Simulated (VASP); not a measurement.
Wanted: the native input for a VASP 6.6.1 run.

```yaml
Task: single point
Functional: LDA
Potentials_or_basis: VASP PAW LDA potentials, release 64 (Tc_pv)
Cutoff: 520 eV
k_mesh: 9 × 9 × 4
Occupations: fermi-dirac, width 0.1 eV
Spin: no spin polarisation
Dipole_correction: no
Further_INCAR_settings: ALGO = Normal; EDIFF = 1e-06; NBANDS = 20
```

The structure of Tc lies in POSCAR:

```
Tc
1.0
    2.8754320000      0.0000000000      0.0000000000
   -1.4377160000      2.4901970000      0.0000000000
    0.0000000000      0.0000000000      5.9458570000
Tc
2
Direct
    0.0000000000      0.0000000000      0.0000000000
    0.0000000000      0.0000000000      0.5000000000
```

These files were run (other wordings do the same):

INCAR

```
PREC = Accurate ; ENCUT = 520
EDIFF = 1E-6 ; ISMEAR = -1
SIGMA = 0.1 ; LREAL = F
LASPH = T ; NELM = 80
ALGO = Normal ; ISIF = 2
LWAVE = F ; LCHARG = F
NBANDS = 20
```

KPOINTS

```
regular mesh
0
Gamma
  9 9 4
```

Potentials or basis: VASP PAW LDA potentials, release 64 (Tc_pv).

Launch:

```console
$ cat potpaw_LDA.64/Tc_pv/POTCAR > POTCAR
$ mpirun -np 1 vasp_std > vasp.out
```

Results of the run:

```json
{
 "Pressure": "-42.5 GPa",
 "Band gap on the k mesh": "zero (band 13 reaches 7.94 eV, above the bottom of band 14 at 6.11 eV)"
}
```

Wall time 20 s on 1 thread of AMD EPYC 9R45 96-Core Processor (Zen 5), on a shared host, peak memory 0.13 GiB.
